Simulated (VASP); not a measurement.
Crystal: BaS.

```
Ba S
1.0
     0.00000    3.19375    3.19375
     3.19375    0.00000    3.19375
     3.19375    3.19375    0.00000
Ba S
1 1
Cartesian
  0.0000 0.0000 0.0000
  3.1938 3.1938 3.1938
```

```yaml
Program: VASP 6.6.1
Task: relaxation of cell and atoms
Functional: LDA
Potentials_or_basis: VASP PAW LDA potentials, release 64 (Ba_sv, S)
Cutoff: 600 eV
k_mesh: 7 × 7 × 7
Occupations: fermi-dirac, width 0.05 eV
Spin: no spin polarisation
```

At the start: pressure -1.8 GPa; volume 32.58 Å³/atom.

Question: How do energy, volume and symmetry change on relaxing?

Answer: Over 3 steps the energy falls by 7.5 meV/atom and the volume is 31.31 Å³/atom (-3.9 %); space group Fm-3m (No. 225, to 0.1 Å) before and after.

Step by step:
| step | energy change (eV) | largest force (eV/Å) | pressure (GPa) | volume (Å³) |
| --- | --- | --- | --- | --- |
| 1 | 0.0000 | 0.0000 | -1.83 | 65.15 |
| 2 | -0.0129 | 0.0000 | 0.76 | 61.70 |
| 3 | -0.0150 | 0.0000 | 0.00 | 62.61 |

Final structure:
```xyz
2
Lattice="0.0000 3.1517 3.1517 3.1517 0.0000 3.1517 3.1517 3.1517 0.0000" Properties=species:S:1:pos:R:3 pbc="T T T"
Ba    0.0000    0.0000    0.0000
S     3.1517    3.1517    3.1517
```
